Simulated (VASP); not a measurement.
Wanted: the native input for a VASP 6.6.1 run.

```yaml
Task: single point
Functional: PBE
Potentials_or_basis: VASP PAW PBE potentials, release 64 (Cr_pv)
Cutoff: 520 eV
k_mesh: 13 × 13 × 13
Occupations: methfessel-paxton, width 0.1 eV
Spin: collinear spin, ferromagnetic start
Starting_moments: "[1.35] μB"
Fixed_moment: 1.4 μB
Dipole_correction: no
Further_INCAR_settings: ALGO = Normal; EDIFF = 1e-07; NBANDS = 16
```

The structure of Cr lies in POSCAR:

```
Cr
1.0
   -1.4419500000      1.4419500000      1.4419500000
    1.4419500000     -1.4419500000      1.4419500000
    1.4419500000      1.4419500000     -1.4419500000
Cr
1
Direct
    0.0000000000      0.0000000000      0.0000000000
```

One way to write it, as run:

INCAR

```
PREC = Accurate
ENCUT = 520
EDIFF = 1E-7
ISMEAR = 1
SIGMA = 0.1
LREAL = F
LASPH = T
NELM = 150
ALGO = Normal
ISIF = 2
LWAVE = F
LCHARG = T
ISPIN = 2
MAGMOM = 1.35
LORBIT = 11
NUPDOWN = 1.4
LMAXMIX = 4
GGA = PE
LELF = T
LVHAR = T
NBANDS = 16
```

KPOINTS

```
regular mesh
0
Gamma
  13 13 13
```

Potentials or basis: VASP PAW PBE potentials, release 64 (Cr_pv).

Launch:

```sh
$ cat potpaw_PBE.64/Cr_pv/POTCAR > POTCAR
$ mpirun -np 1 vasp_std > vasp.out
```

It gave:

```
Pressure                                              : 6.1 GPa
Net moment                                            : 1.40 μB per cell
Site moments                                          : Cr +1.30 μB
Valence electrons inside the program's atomic spheres : Cr 10.99
```

Caveat: the total moment is fixed, so each spin has its own Fermi level.

Wall time 19 s on 1 thread of Intel(R) Xeon(R) 6975P-C (Granite Rapids), on a shared host, peak memory 0.14 GiB.
